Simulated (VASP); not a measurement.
# Pb (Im-3m) in VASP: settings compared, part 2 of 2

VASP 6.6.1.

### Step 4. Single point, PBEsol (strained)

INCAR

```
SYSTEM = Pb
PREC     = Accurate       ! precision mode
ENCUT    = 520            ! plane-wave cutoff, eV
EDIFF    = 1E-6           ! SCF threshold, eV
ISMEAR   = 0              ! smearing method
SIGMA    = 0.1            ! smearing width, eV
LREAL    = .FALSE.        ! projectors in reciprocal space
LASPH    = .TRUE.         ! aspherical terms in the spheres
NELM     = 100            ! most SCF steps
ALGO     = Normal         ! electronic algorithm
ISIF     = 2              ! what is computed and relaxed
LWAVE    = .FALSE.        ! write WAVECAR
LCHARG   = .FALSE.        ! write CHGCAR
GGA      = PS             ! functional
NBANDS   = 13             ! bands
```

KPOINTS

```
Automatic mesh
0
G
  16 16 16
  0 0 0
```

POSCAR

```
Pb
1.0
   -1.9512316553      1.9512316553      1.9512316553
    1.9512316553     -1.9512316553      1.9512316553
    1.9512316553      1.9512316553     -1.9512316553
Pb
1
Direct
    0.0000000000      0.0000000000      0.0000000000
```

Potentials or basis: VASP PAW PBE potentials, release 64 (Pb_d).

The run is started by

```
$ cat potpaw_PBE.64/Pb_d/POTCAR > POTCAR
$ mpirun -np 1 vasp_std > vasp.out
```

OUTCAR:

```text
SYSTEM = Pb
   PREC = Accurate
   ENCUT = 520
   EDIFF = 1E-6
   ISMEAR = 0
   LREAL = .FALSE.
   LASPH = .TRUE.
   NELM = 100
   ISIF = 2
   GGA = PS

 ion  position               nearest neighbor table
   1  0.000  0.000  0.000-

  LATTYP: Found a body centered cubic cell.
 ALAT       =     3.9024633106

  Lattice vectors:

 A1 = (  -1.9512316553,   1.9512316553,   1.9512316553)
 A2 = (   1.9512316553,  -1.9512316553,   1.9512316553)
 A3 = (   1.9512316553,   1.9512316553,  -1.9512316553)

Analysis of symmetry for initial positions (statically):
=====================================================================
 Subroutine PRICEL returns:
 Original cell was already a primitive cell.

 Routine SETGRP: Setting up the symmetry group for a
 body centered cubic supercell.

 Subroutine GETGRP returns: Found 48 space group operations
 (whereof 48 operations were pure point group operations)
 out of a pool of 48 trial point group operations.

The static configuration has the point symmetry O_h .

Analysis of symmetry for dynamics (positions and initial velocities):
=====================================================================
 Subroutine PRICEL returns:
 Original cell was already a primitive cell.

 Routine SETGRP: Setting up the symmetry group for a
 body centered cubic supercell.

 Subroutine GETGRP returns: Found 48 space group operations
 (whereof 48 operations were pure point group operations)
 out of a pool of 48 trial point group operations.

The dynamic configuration has the point symmetry O_h .

 Subroutine INISYM returns: Found 48 space group operations
 (whereof 48 operations are pure point group operations),
 and found     1 'primitive' translations

----------------------------------------------------------------------------------------

                                     Primitive cell

  volume of cell :      29.7157
[... 113 lines left out ...]
   LHFCALC =     F    Hartree Fock is set to
   AEXX    =    0.0000 exact exchange contribution
   IVDW    =     0    specifies the selected vdW correction
   LEPSILON=     F    determine dielectric tensor
   LRPA    =     F    only Hartree local field effects (RPA)
 non-spin polarized calculation
 Gauss-broadening in eV      SIGMA  =   0.10
  energy-cutoff  :      520.00
  volume of cell :       29.72
 maximum number of plane-waves:       814
 NGX is ok and might be reduce to    28
   NGX = 13   NGY = 13   NGZ = 13

 number of electron      14.0000002 magnetization

 Free energy of the ion-electron system (eV)
  ---------------------------------------------------
  ext. energy  EPLUGINS =         0.00000000
  ---------------------------------------------------
  free energy    TOTEN  =        -3.96097314 eV

  energy without entropy =       -3.95830496  energy(sigma->0) =       -3.95963905

 E-fermi :   7.3682     XC(G=0): -10.4417

 val. band max:        7.3265493815   @ k =   0.5000   0.5000   0.3750
 cond. band min:       7.3924541204   @ k =  -0.3125   0.5000   0.0625
 fundamental gap:      0.0659047388
 Fermi energy:         7.3682344649

 k-point     1 :       0.0000    0.0000    0.0000
  band No.  band energies     occupation
      1      -9.7352      2.00000
      2      -9.7352      2.00000
      3      -9.7352      2.00000
      4      -9.4786      2.00000
      5      -9.4786      2.00000
      6      -4.5815      2.00000
      7      15.1519      0.00000
      8      15.1519      0.00000
      9      15.1519      0.00000
     10      18.4682      0.00000
     11      18.4682      0.00000
     12      18.4682      0.00000
     13      19.5056      0.00000
[... 354 lines left out ...]
  band No.  band energies     occupation
      1      -9.7780      2.00000
      2      -9.6813      2.00000
      3      -9.5193      2.00000
      4      -9.5045      2.00000
      5      -9.4219      2.00000
      6      -1.6855      2.00000
      7       5.9211      2.00000
      8       8.7386      0.00000
      9      12.1141      0.00000
     10      17.0602      0.00000
     11      18.1889      0.00000
     12      20.5569      0.00000
     13      22.8373      0.00000

 [... further k-points ...]

------------------------ aborting loop because EDIFF is reached ----------------------------------------

  FORCE on cell =-STRESS in cart. coord.  units (eV):
  Direction    XX          YY          ZZ          XY          YZ          ZX
  --------------------------------------------------------------------------------------
  -------------------------------------------------------------------------------------
  Total        0.0346125      0.0346125      0.0346125      0.0000000      0.0000000      0.0000000
  in kB        1.8661927      1.8661927      1.8661927      0.0000000      0.0000000      0.0000000
  external PRESSURE =       1.8661927 kB  Pullay stress =       0.0000000 kB

 VOLUME and BASIS-vectors are now :
 -----------------------------------------------------------------------------
  energy-cutoff  :      520.00
  volume of cell :       29.72
      direct lattice vectors                 reciprocal lattice vectors
    -1.951231655  1.951231655  1.951231655     0.000000000  0.256248405  0.256248405
     1.951231655 -1.951231655  1.951231655     0.256248405  0.000000000  0.256248405
     1.951231655  1.951231655 -1.951231655     0.256248405  0.256248405  0.000000000

 POSITION                                       TOTAL-FORCE (eV/Angst)
 -----------------------------------------------------------------------------------
      0.00000      0.00000      0.00000        -0.000000      0.000000     -0.000000
 -----------------------------------------------------------------------------------
    total drift:                                0.000000     -0.000000      0.000000

  FREE ENERGIE OF THE ION-ELECTRON SYSTEM (eV)
  ---------------------------------------------------
  free  energy   TOTEN  =        -3.9609731374 eV

  energy  without entropy=       -3.9583049580  energy(sigma->0) =       -3.95963905
```

stdout:

```text
POSCAR found type information on POSCAR Pb
 POSCAR found :  1 types and       1 ions
 scaLAPACK will be used
 -----------------------------------------------------------------------------
|                                                                             |
|                                                                             |
|     You enforced a specific xc type in the INCAR file but a different       |
|     I HOPE YOU KNOW WHAT YOU ARE DOING!                                     |
|                                                                             |
 -----------------------------------------------------------------------------

 LDA part: xc-table for (Slater+PW92), standard interpolation
 POSCAR, INCAR and KPOINTS ok, starting setup
 FFT: planning ... GRIDC
 FFT: planning ... GRID_SOFT
 FFT: planning ... GRID
 WAVECAR not read
 entering main loop
```

Wall time 25 s (1 thread of AMD EPYC 9R45 (Zen 5), shared host); peak memory 0.16 GiB.

Results:

| Item | Value |
| --- | --- |
| Free energy | -3.9610 eV |
| Pressure | 0.2 GPa |
| Band gap on the k mesh | zero (bands 7 and 8 overlap by 9.86 eV) |

Caveat: the cell differs from its parent crystal (strained); the PAW data sets were made with another functional, which shifts forces and pressure a little; spin-orbit coupling is left out, which moves the levels of the heavy elements.

### Step 5. Single point, PBE (strained)

INCAR

```
  PREC = Accurate
  ENCUT = 520
  EDIFF = 1E-6
  ISMEAR = 0
  SIGMA = 0.1
  LREAL = F
  LASPH = T
  NELM = 80
  ALGO = Fast
  ISIF = 2
  LWAVE = F
  LCHARG = F
  GGA = PE
  NBANDS = 13
```

KPOINTS

```
regular mesh
0
Gamma
  16 16 16
```

POSCAR

```
Pb
1.0
   -1.9631690025      1.9631690025      1.9631690025
    1.9631690025     -1.9631690025      1.9631690025
    1.9631690025      1.9631690025     -1.9631690025
Pb
1
Direct
    0.0000000000      0.0000000000      0.0000000000
```

Potentials or basis: VASP PAW PBE potentials, release 64 (Pb_d).

The run is started by

```
$ cat potpaw_PBE.64/Pb_d/POTCAR > POTCAR
$ mpirun -np 1 vasp_std > vasp.out
```

OUTCAR:

```text
PREC = Accurate
   ENCUT = 520
   EDIFF = 1E-6
   ISMEAR = 0
   LREAL = F
   LASPH = T
   NELM = 80
   ISIF = 2
   GGA = PE

 ion  position               nearest neighbor table
   1  0.000  0.000  0.000-

  LATTYP: Found a body centered cubic cell.
 ALAT       =     3.9263380050

  Lattice vectors:

 A1 = (  -1.9631690025,   1.9631690025,   1.9631690025)
 A2 = (   1.9631690025,  -1.9631690025,   1.9631690025)
 A3 = (   1.9631690025,   1.9631690025,  -1.9631690025)

Analysis of symmetry for initial positions (statically):
=====================================================================
 Subroutine PRICEL returns:
 Original cell was already a primitive cell.

 Routine SETGRP: Setting up the symmetry group for a
 body centered cubic supercell.

 Subroutine GETGRP returns: Found 48 space group operations
 (whereof 48 operations were pure point group operations)
 out of a pool of 48 trial point group operations.

The static configuration has the point symmetry O_h .

[... 165 lines left out ...]
 Fermi energy:         7.3519538811

 k-point     1 :       0.0000    0.0000    0.0000
  band No.  band energies     occupation
      1      -9.8296      2.00000
      2      -9.8296      2.00000
      3      -9.8296      2.00000
      4      -9.5884      2.00000
      5      -9.5884      2.00000
      6      -4.4668      2.00000
      7      14.9665      0.00000
      8      14.9665      0.00000
      9      14.9665      0.00000
     10      18.4204      0.00000
     11      18.4204      0.00000
     12      18.4204      0.00000
     13      19.2098      0.00000
[... 354 lines left out ...]
  band No.  band energies     occupation
      1      -9.8684      2.00000
      2      -9.7770      2.00000
      3      -9.6266      2.00000
      4      -9.6126      2.00000
      5      -9.5345      2.00000
      6      -1.6420      2.00000
      7       5.9127      2.00000
      8       8.7116      0.00000
      9      12.0317      0.00000
     10      16.9197      0.00000
     11      18.0695      0.00000
     12      20.4067      0.00000
     13      22.7236      0.00000

 [... further k-points ...]

------------------------ aborting loop because EDIFF is reached ----------------------------------------

  FORCE on cell =-STRESS in cart. coord.  units (eV):
  Direction    XX          YY          ZZ          XY          YZ          ZX
  --------------------------------------------------------------------------------------
  -------------------------------------------------------------------------------------
  Total        0.4325408      0.4325408      0.4325408     -0.0000000      0.0000000     -0.0000000
  in kB       22.8983735     22.8983735     22.8983735     -0.0000000      0.0000000     -0.0000000
  external PRESSURE =      22.8983735 kB  Pullay stress =       0.0000000 kB

 VOLUME and BASIS-vectors are now :
 -----------------------------------------------------------------------------
  energy-cutoff  :      520.00
  volume of cell :       30.26
      direct lattice vectors                 reciprocal lattice vectors
    -1.963169002  1.963169002  1.963169002     0.000000000  0.254690248  0.254690248
     1.963169002 -1.963169002  1.963169002     0.254690248  0.000000000  0.254690248
     1.963169002  1.963169002 -1.963169002     0.254690248  0.254690248  0.000000000

 POSITION                                       TOTAL-FORCE (eV/Angst)
 -----------------------------------------------------------------------------------
      0.00000      0.00000      0.00000        -0.000000      0.000000      0.000000
 -----------------------------------------------------------------------------------
    total drift:                               -0.000000      0.000000      0.000000

  FREE ENERGIE OF THE ION-ELECTRON SYSTEM (eV)
  ---------------------------------------------------
  free  energy   TOTEN  =        -3.5117805876 eV

  energy  without entropy=       -3.5092520973  energy(sigma->0) =       -3.51051634
```

OSZICAR:

```text
N       E                     dE             d eps       ncg     rms          rms(c)
DAV:   1     0.106616623348E+03    0.10662E+03   -0.71563E+03  3844   0.125E+03
DAV:   2     0.155578632794E+01   -0.10506E+03   -0.10173E+03  3970   0.310E+02
DAV:   3    -0.340487476334E+01   -0.49607E+01   -0.49286E+01  4765   0.728E+01
DAV:   4    -0.351895984946E+01   -0.11409E+00   -0.11406E+00  4505   0.117E+01
DAV:   5    -0.352413032090E+01   -0.51705E-02   -0.51704E-02  5194   0.232E+00    0.542E-01
RMM:   6    -0.351407069027E+01    0.10060E-01   -0.11434E-02  4513   0.156E+00    0.273E-01
RMM:   7    -0.351169162627E+01    0.23791E-02   -0.73097E-03  4473   0.984E-01    0.893E-02
RMM:   8    -0.351172430862E+01   -0.32682E-04   -0.15616E-03  5107   0.589E-01    0.136E-02
RMM:   9    -0.351177069665E+01   -0.46388E-04   -0.48283E-04  5905   0.226E-01    0.145E-02
RMM:  10    -0.351177769102E+01   -0.69944E-05   -0.14204E-04  4787   0.209E-01    0.923E-03
RMM:  11    -0.351177849213E+01   -0.80111E-06   -0.59532E-05  5427   0.914E-02    0.245E-03
RMM:  12    -0.351178015690E+01   -0.16648E-05   -0.17680E-05  4452   0.471E-02    0.231E-03
RMM:  13    -0.351178058760E+01   -0.43070E-06   -0.34908E-06  2875   0.235E-02
   1 F= -.35117806E+01 E0= -.35105163E+01  d E =-.252849E-02
```

It took 39 s on 1 thread of AMD EPYC 9R45 (Zen 5), shared host; peak memory 0.16 GiB.

Results:

* Free energy: -3.5118 eV
* Pressure: 2.3 GPa
* Band gap on the k mesh: zero (bands 7 and 8 overlap by 9.64 eV)

Caveat: the cell differs from its parent crystal (strained); spin-orbit coupling is left out, which moves the levels of the heavy elements.

### Step 6. Single point, PBE (strained)

INCAR

```
SYSTEM = Pb
  PREC = Accurate
  ENCUT = 520
  EDIFF = 1E-6
  ISMEAR = 0
  SIGMA = 0.1
  LREAL = .False.
  LASPH = .True.
  NELM = 80
  ALGO = Normal
  ISIF = 2
  LWAVE = .False.
  LCHARG = .False.
  GGA = PE
  NBANDS = 13
```

KPOINTS

```
regular mesh
0
Gamma
  16 16 16
  0 0 0
```

POSCAR

```
Pb
1.0
   -1.9970211811      1.9970211811      1.9970211811
    1.9970211811     -1.9970211811      1.9970211811
    1.9970211811      1.9970211811     -1.9970211811
Pb
1
Direct
    0.0000000000      0.0000000000      0.0000000000
```

Potentials or basis: VASP PAW PBE potentials, release 64 (Pb_d).

The run is started by

```
$ cat potpaw_PBE.64/Pb_d/POTCAR > POTCAR
$ mpirun -np 1 vasp_std > vasp.out
```

Run time: 28 s. Hardware: 1 thread of AMD EPYC 9R45 (Zen 5), shared host; peak memory 0.16 GiB.

The run converged. Its results:

```
Free energy            : -3.5233 eV
Pressure               : 0.0 GPa
Band gap on the k mesh : zero (bands 7 and 8 overlap by 9.06 eV)
```

Levels at points of the mesh, in eV from the Fermi level:
```
           k point  band 5  band 6  band 7  band 8  band 9  band 10
(0.00, 0.00, 0.00)  -16.92  -11.47    7.18    7.18    7.18    11.00
(0.50, 0.00, 0.00)  -16.79   -7.90   -3.85    3.28    4.96     7.26
(0.50, 0.50, 0.50)  -16.82   -5.40   -0.35   -0.35   -0.35     4.49
```

Caveat: the cell differs from its parent crystal (strained); spin-orbit coupling is left out, which moves the levels of the heavy elements.

### Step 7. Summary

| level | cell | k mesh | gap on the mesh (eV) | pressure (GPa) |
| --- | --- | --- | --- | --- |
| PBE | a = 3.429 Å, angles 109.5°, 1 atom | 14 × 14 × 14 | none | 1.0 |
| PBE | a = 3.330 Å, angles 109.5°, 1 atom | 16 × 16 × 16 | none | 5.8 |
| PBEsol | a = 3.380 Å, angles 109.5°, 1 atom | 16 × 16 × 16 | none | 0.2 |
| PBE | a = 3.400 Å, angles 109.5°, 1 atom | 16 × 16 × 16 | none | 2.3 |
| PBE | a = 3.459 Å, angles 109.5°, 1 atom | 16 × 16 × 16 | none | 0.0 |

Alike in all rows: task single point; potentials or basis VASP PAW PBE potentials, release 64 (Pb_d); no spin polarisation; cutoff (eV) 520; smearing gaussian 0.1 eV.

Caveats: spin-orbit coupling is left out, which moves the levels of the heavy elements; the cell stands under pressure (at least some runs); the PAW data sets were made with another functional, which shifts forces and pressure a little (at least some runs).

Total energies depend on the potentials used, so only differences within one code and one set of settings carry meaning.

The gap in the log of VASP goes by the Fermi energy; the results here count the filled bands.